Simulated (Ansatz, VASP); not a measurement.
**HfO2 in VASP and in Ansatz**

```
CELL_PARAMETERS angstrom
0.00000 2.61698 2.54892
2.58282 0.00000 2.54892
2.58282 2.61698 0.00000
ATOMIC_POSITIONS crystal
Hf 0.00000 0.00000 0.00000
O 0.25000 0.25000 0.25000
O 0.75000 0.75000 0.75000
```

Change from the starting cell: normal strain along x +0.0133, normal strain along y +0.0267.

Alike in both runs: task single point; functional PBE; k mesh 8 × 8 × 8; occupations gaussian, width 0.05 eV; no spin polarisation.

|  | VASP | Ansatz |
| --- | --- | --- |
| version | VASP 6.6.1 | Ansatz 0.2.0 |
| potentials or method | VASP PAW PBE potentials, release 64 (Hf_pv, O), cutoff 520 eV | scalar-relativistic, plane waves, PAW |
| valence electrons in the cell | 22 | 38 |

|  | VASP | Ansatz | Ansatz less VASP |
| --- | --- | --- | --- |
| gap on the k mesh at the Fermi level (eV) | 3.47 | 3.49 | +0.014 |
| least direct gap on the mesh (eV) | 3.49 | 3.50 | +0.004 |
| pressure (GPa) | -12.2 | -9.0 | +3.28 |
| traceless stress, the component that is largest in VASP (GPa) | -5.75 | -5.66 | +0.091 |

With one functional, cell and mesh, what is left measures potentials, basis and numerics. VASP's potentials hold 22 valence electrons a cell and Ansatz's 38, so a difference there can come from the potentials and not from the codes.

Spin-orbit coupling is off throughout.
